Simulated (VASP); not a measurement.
# RbBr (Fm-3m) in VASP: G0W0 quasiparticle levels with PBE

Aim: the G0W0 quasiparticle levels of RbBr with PBE.

Everything below comes from runs of VASP 6.6.1. Logs are shortened: lines on timing, memory, paths and dates and some standing lists are left out, and cuts for length are marked.

## (1) The cell of the first run

It takes space group Fm-3m (No. 225, cubic). Conventional cell: a = 6.922 Å, b = 6.922 Å, c = 6.922 Å, α = 90.00°, β = 90.00°, γ = 90.00°. Within 4.5 Å of Rb (site symmetry m-3m) lie 6 Br at 3.46 Å. Within 4.5 Å of Br (site symmetry m-3m) lie 6 Rb at 3.46 Å.

## (2) G0W0 quasiparticle levels, PBE

Input file POSCAR:

```
RbBr
1.0
    0.0000000000      3.4608321250      3.4608321250
    3.4608321250      0.0000000000      3.4608321250
    3.4608321250      3.4608321250      0.0000000000
Rb Br
1 1
Direct
    0.0000000000      0.0000000000      0.0000000000
    0.5000000000      0.5000000000      0.5000000000
```

Input file INCAR.step1:

```
PREC = Accurate ; ENCUT = 500
EDIFF = 1E-8 ; ISMEAR = 0
SIGMA = 0.01 ; LREAL = F
LASPH = T ; NELM = 60
ALGO = Normal ; LWAVE = T
LCHARG = F ; GGA = PE
```

Input file INCAR.step2:

```
PREC = Accurate ; ENCUT = 500
EDIFF = 1E-8 ; ISMEAR = 0
SIGMA = 0.01 ; LREAL = F
LASPH = T ; NELM = 1
ALGO = Exact ; LWAVE = T
LCHARG = F ; GGA = PE
NBANDS = 142 ; LOPTICS = T
ISTART = 1
```

Input file INCAR.step3:

```
PREC = Accurate ; ENCUT = 500
EDIFF = 1E-8 ; ISMEAR = 0
SIGMA = 0.01 ; LREAL = F
LASPH = T ; ALGO = EVGW0
LWAVE = F ; LCHARG = F
GGA = PE ; NELMGW = 1
NBANDS = 142 ; ENCUTGW = 80.0
NOMEGA = 48 ; PRECFOCK = Fast
ISTART = 1 ; NBANDSGW = 16
```

Input file KPOINTS:

```
Automatic mesh
0
Gamma
  6 6 6
```

Potentials or basis: VASP PAW PBE potentials, release 64 (Rb_sv_GW, Br_GW).

On the command line:

```
$ cat potpaw_PBE.64/Rb_sv_GW/POTCAR potpaw_PBE.64/Br_GW/POTCAR > POTCAR
$ cp INCAR.step1 INCAR
$ mpirun -np 1 vasp_std > vasp.out
$ cp INCAR.step2 INCAR
$ mpirun -np 1 vasp_std > vasp.out
$ cp INCAR.step3 INCAR
$ mpirun -np 1 vasp_std > vasp.out
```

OUTCAR:

```text
PREC = Accurate
   ENCUT = 500
   EDIFF = 1E-8
   ISMEAR = 0
   LREAL = F
   LASPH = T
   GGA = PE
   NELMGW = 1
   ENCUTGW = 80.0
   PRECFOCK = Fast
   ISTART = 1

 ion  position               nearest neighbor table
   1  0.000  0.000  0.000-
   2  0.500  0.500  0.500-

  LATTYP: Found a face centered cubic cell.
 ALAT       =     6.9216642500

  Lattice vectors:

 A1 = (   0.0000000000,   3.4608321250,   3.4608321250)
 A2 = (   3.4608321250,   0.0000000000,   3.4608321250)
 A3 = (   3.4608321250,   3.4608321250,   0.0000000000)

Analysis of symmetry for initial positions (statically):
=====================================================================
 Subroutine PRICEL returns:
 Original cell was already a primitive cell.

 Routine SETGRP: Setting up the symmetry group for a
 face centered cubic supercell.

 Subroutine GETGRP returns: Found 48 space group operations
 (whereof 48 operations were pure point group operations)
 out of a pool of 48 trial point group operations.

The static configuration has the point symmetry O_h .

Analysis of symmetry for dynamics (positions and initial velocities):
=====================================================================
 Subroutine PRICEL returns:
 Original cell was already a primitive cell.

 Routine SETGRP: Setting up the symmetry group for a
 face centered cubic supercell.

 Subroutine GETGRP returns: Found 48 space group operations
 (whereof 48 operations were pure point group operations)
 out of a pool of 48 trial point group operations.

The dynamic configuration has the point symmetry O_h .

 Subroutine INISYM returns: Found 48 space group operations
 (whereof 48 operations are pure point group operations),
 and found     1 'primitive' translations

----------------------------------------------------------------------------------------

                                     Primitive cell

  volume of cell :      82.9033

  direct lattice vectors                    reciprocal lattice vectors
     0.000000000  3.460832125  3.460832125    -0.144473925  0.144473925  0.144473925
     3.460832125  0.000000000  3.460832125     0.144473925 -0.144473925  0.144473925
     3.460832125  3.460832125  0.000000000     0.144473925  0.144473925 -0.144473925

  length of vectors
     4.894355728  4.894355728  4.894355728     0.250236178  0.250236178  0.250236178

  position of ions in fractional coordinates (direct lattice)
     0.000000000  0.000000000  0.000000000
     0.500000000  0.500000000  0.500000000

  ion indices of the primitive-cell ions
   primitive index   ion index
                 1           1
                 2           2

----------------------------------------------------------------------------------------

 KPOINTS: Automatic mesh

Automatic generation of k-mesh.
 Grid dimensions read from file:
 generate k-points for:    6    6    6

 Generating k-lattice:

  Cartesian coordinates                     Fractional coordinates (reciprocal lattice)
    -0.024078987  0.024078987  0.024078987     0.166666667  0.000000000  0.000000000
     0.024078987 -0.024078987  0.024078987     0.000000000  0.166666667  0.000000000
     0.024078987  0.024078987 -0.024078987     0.000000000  0.000000000  0.166666667

  Length of vectors
     0.041706030  0.041706030  0.041706030

  Shift w.r.t. Gamma in fractional coordinates (k-lattice)
     0.000000000  0.000000000  0.000000000

 Subroutine IBZKPT returns following result:
 ===========================================

 Found     16 irreducible k-points:

 Following reciprocal coordinates:
            Coordinates               Weight
  0.000000  0.000000  0.000000      1.000000
  0.166667  0.000000  0.000000      8.000000
  0.333333  0.000000  0.000000      8.000000
  0.500000  0.000000  0.000000      4.000000
  0.166667  0.166667  0.000000      6.000000
  0.333333  0.166667  0.000000     24.000000
[... 8 lines left out ...]
 -0.333333  0.333333  0.166667     24.000000
 -0.333333  0.500000  0.166667     12.000000
   k-points           NKPTS =     16   k-points in BZ     NKDIM =    216   number of bands    NBANDS=    142
   number of dos      NEDOS =    301   number of ions     NIONS =      2
   total plane-waves  NPLWV =  46656
   dimension x,y,z NGX =    36 NGY =   36 NGZ =   36
   dimension x,y,z NGXF=    72 NGYF=   72 NGZF=   72
   ions per type =               1   1
   NGX,Y,Z   is equivalent  to a cutoff of  12.23, 12.23, 12.23 a.u.
   NGXF,Y,Z  is equivalent  to a cutoff of  24.46, 24.46, 24.46 a.u.
 SYSTEM =  unknown system
   PREC   = accura    normal or accurate (medium, high low for compatibility)
   ISTART =      1    job   : 0-new  1-cont  2-samecut
   ICHARG =      0    charge: 1-file 2-atom 10-const
   ISPIN  =      1    spin polarized calculation?
   LNONCOLLINEAR =      F non collinear calculations
   LSORBIT =      F    spin-orbit coupling
   LASPH  =      T    aspherical Exc in radial PAW
   ENCUT  =  500.0 eV  36.75 Ry    6.06 a.u.   8.92  8.92  8.92*2*pi/ulx,y,z
   NELM   =     60;   NELMIN=  2; NELMDL=  0     # of ELM steps
   EDIFF  = 0.1E-07   stopping-criterion for ELM
   LREAL  =      F    real-space projection
   EDIFFG = 0.1E-06   stopping-criterion for IOM
   NSW    =      0    number of steps for IOM
   IBRION =     -1    ionic relax: 0-MD 1-quasi-New 2-CG
   NFREE  =      0    steps in history (QN), initial steepest desc. (CG)
   ISIF   =      0    stress and relaxation
   ISYM   =      3    0-nonsym 1-usesym 2-fastsym
   POTIM  = 0.5000    time-step for ionic-motion
   TEBEG  =    0.0;   TEEND  =   0.0 temperature during run
   PSTRESS=    0.0 pullay stress
   NELECT =      16.0000    total number of electrons
   NUPDOWN=      -1.0000    fix difference up-down
   EMIN   =  10.00;   EMAX   =-10.00  energy-range for DOS
   EFERMI =   0.00;   METHOD = LEGACY
   ISMEAR =     0;   SIGMA  =   0.01  broadening in eV -4-tet -1-fermi 0-gaus
   EFERMI_NEDOS =   21; number of points for ismear=-14 and -15
   IALGO  =     38    algorithm
   IMIX   =      4    mixing-type and parameters
     AMIX     =   0.40;   BMIX     =  1.00
     AMIX_MAG =   1.60;   BMIX_MAG =  1.00
  volume/ion in A,a.u.               =      41.45       279.73
  Fermi-wavevector in a.u.,A,eV,Ry     =   0.946072  1.787817 12.177931  0.895053
  Thomas-Fermi vector in A             =   2.074035
   LORBIT       =      0    0 simple, 1 ext, 2 COOP (PROOUT), +10 PAW based schemes
   GGA     = PE    functional components
   LHFCALC =     T    Hartree Fock is set to
   PRECFOCK=fast      Normal, Fast or Accurate (Low or Medium for compatibility)
   ENCUT4O =  -1.0   cutoff for four orbital integrals eV
   NKREDX  =     1    reduce k-point grid by
   NKREDY  =     1    reduce k-point grid by
   NKREDZ  =     1    reduce k-point grid by
   AEXX    =    1.0000 exact exchange contribution
   HFSCREEN=    0.0000 screening length (either q_TF or 0.3 A-1)
   HFSCREENC=   0.0000 screening length for correlation (either q_TF or 0.3 A-1)
   ENCUTFOCK=  -1.0 apply spherical cutoff to Coloumb kernel
   IVDW    =     0    specifies the selected vdW correction
   LEPSILON=     F    determine dielectric tensor
   LRPA    =     F    only Hartree local field effects (RPA)
   LRPAFORCE           =     F    calculate RPA forces
   ENCUTGW             =  80.0    cutoff for response function in eV
   ENCUTGWSOFT         =  64.0    soft cutoff for Coulomb kernel in GW response function in eV
   ENCUTLF             =  -1.0    cutoff for local field effects
   NELMGW              =     1    number of iterations in solving QP/BSE equation
   NELMHF              =     1    number of iterations in the inner HF iteration
   NKREDLFX            =     1    NKREDLFY  =   1   NKREDLFZ  =   1
 non-spin polarized calculation
 Gauss-broadening in eV      SIGMA  =   0.01
  energy-cutoff  :      500.00
  volume of cell :       82.90
 maximum number of plane-waves:      2126
  NGX = 20; NGY = 20; NGZ = 20
   NGX = 17   NGY = 17   NGZ = 17
 maximum number of plane-waves:       144
 NGX is ok and might be reduce to    18

 QP shifts <psi_nk| G(iteration)W_0 |psi_nk>: iteration 1
 for sc-GW calculations column KS-energies equals QP-energies in previous step
 and V_xc(KS)=  KS-energies - (<T + V_ion + V_H > + <T+V_H+V_ion>^1  + <V_x>^1)

 k-point   1 :       0.0000    0.0000    0.0000
  band No.  KS-energies  QP-energies   sigma(KS)   V_xc(KS)     V^pw_x(r,r')   Z            occupation Imag(sigma)

      1     -25.7424     -27.1920     -18.6622     -16.4847     -26.9187       0.6657       2.0000       1.0250
      2     -13.4151     -14.6424     -15.7514     -13.9896     -22.1705       0.6966       2.0000       1.2628
      3      -9.8135     -12.3762     -18.2801     -15.1329     -20.8513       0.8143       2.0000       0.1176
      4      -9.8135     -12.3762     -18.2801     -15.1329     -20.8513       0.8143       2.0000       0.1176
      5      -9.8135     -12.3762     -18.2801     -15.1329     -20.8513       0.8143       2.0000       0.1176
      6      -1.2634      -2.9646     -14.6314     -12.5036     -16.3951       0.7995       2.0000       0.0910
[... 8 lines left out ...]
     15       9.6289       9.7742      -3.9061      -4.0827      -0.6821       0.8232       0.0000      -0.1900
     16      14.3312      16.3967      -8.5275     -11.0685      -4.8085       0.8129       0.0000      -0.2331

 k-point   2 :       0.1667    0.0000    0.0000
  band No.  KS-energies  QP-energies   sigma(KS)   V_xc(KS)     V^pw_x(r,r')   Z            occupation Imag(sigma)

      1     -25.7405     -27.1911     -18.6649     -16.4882     -26.9211       0.6664       2.0000       1.0239
      2     -13.4242     -14.6569     -15.7565     -13.9818     -22.1592       0.6946       2.0000       1.2536
      3      -9.8154     -12.3771     -18.2756     -15.1290     -20.8448       0.8141       2.0000       0.1163
      4      -9.8154     -12.3771     -18.2756     -15.1290     -20.8448       0.8141       2.0000       0.1163
      5      -9.8035     -12.3544     -18.2647     -15.1358     -20.8448       0.8153       2.0000       0.1191
      6      -1.5510      -3.2986     -14.1399     -11.9469     -15.8746       0.7969       2.0000       0.0926
[... 8 lines left out ...]
     15      10.5955      10.9515      -4.4209      -4.8508      -1.1106       0.8281       0.0000      -0.2287
     16      12.1800      13.4294      -6.6397      -8.1591      -3.0737       0.8224       0.0000      -0.2205

 k-point   3 :       0.3333    0.0000    0.0000
  band No.  KS-energies  QP-energies   sigma(KS)   V_xc(KS)     V^pw_x(r,r')   Z            occupation Imag(sigma)

      1     -25.7364     -27.1901     -18.6701     -16.4952     -26.9258       0.6684       2.0000       1.0216
      2     -13.4422     -14.6789     -15.7663     -13.9665     -22.1365       0.6871       2.0000       1.2354
      3      -9.8190     -12.3794     -18.2666     -15.1214     -20.8320       0.8141       2.0000       0.1137
      4      -9.8190     -12.3794     -18.2666     -15.1214     -20.8320       0.8141       2.0000       0.1137
      5      -9.7838     -12.3059     -18.2337     -15.1413     -20.8319       0.8156       2.0000       0.1223
      6      -2.0084      -3.8500     -13.6035     -11.2871     -15.3640       0.7950       2.0000       0.1005
[... 234 lines left out ...]
      1     -25.7327     -27.1966     -18.6756     -16.5016     -26.9302       0.6734       2.0000       1.0214
      2     -13.4055     -14.6457     -15.7972     -14.0162     -22.1709       0.6963       2.0000       1.2373
      3      -9.9005     -12.4658     -18.1244     -14.9545     -20.7070       0.8092       2.0000       0.1274
      4      -9.8934     -12.4522     -18.1232     -14.9623     -20.7109       0.8095       2.0000       0.1285
      5      -9.7988     -12.3401     -18.2539     -15.1373     -20.8354       0.8154       2.0000       0.1168
      6      -1.8740      -3.6952     -13.8846     -11.5921     -15.6675       0.7944       2.0000       0.0991
[... 8 lines left out ...]
     15       9.5508      11.3039      -8.2045     -10.3455      -4.8169       0.8189       0.0000      -0.1272
     16       9.7540      10.8615      -6.4840      -7.8295      -3.1852       0.8231       0.0000      -0.1473

 k-point  16 :      -0.3333    0.5000    0.1667
  band No.  KS-energies  QP-energies   sigma(KS)   V_xc(KS)     V^pw_x(r,r')   Z            occupation Imag(sigma)

      1     -25.7321     -27.1980     -18.6767     -16.5027     -26.9309       0.6743       2.0000       1.0219
      2     -13.3838     -14.6189     -15.8081     -14.0436     -22.1936       0.7000       2.0000       1.2438
      3      -9.9509     -12.5263     -18.0366     -14.8513     -20.6289       0.8085       2.0000       0.1355
      4      -9.9020     -12.4654     -18.1267     -14.9553     -20.7116       0.8083       2.0000       0.1289
      5      -9.8183     -12.3651     -18.2392     -15.1081     -20.8190       0.8134       2.0000       0.1184
      6      -1.6706      -3.4613     -14.2366     -11.9851     -16.0317       0.7953       2.0000       0.0954
[... 8 lines left out ...]
     15       9.9208      11.2105      -6.8139      -8.3890      -3.4240       0.8188       0.0000      -0.1605
     16      10.4937      11.7706      -7.2170      -8.7872      -3.7529       0.8132       0.0000      -0.1703
```

Wall time 17 min (1 thread of Intel Xeon 6975P-C (Granite Rapids), shared host); peak memory 1.6 GiB.

Results:

```
Band gap on the k mesh, mean-field level : 4.28 eV, direct
Quasiparticle gap                        : 6.60 eV
Least direct quasiparticle gap           : 6.60 eV
```

Caveat: bands, screening cutoff and mesh are small and nothing is extrapolated, so the quasiparticle values aren't converged.
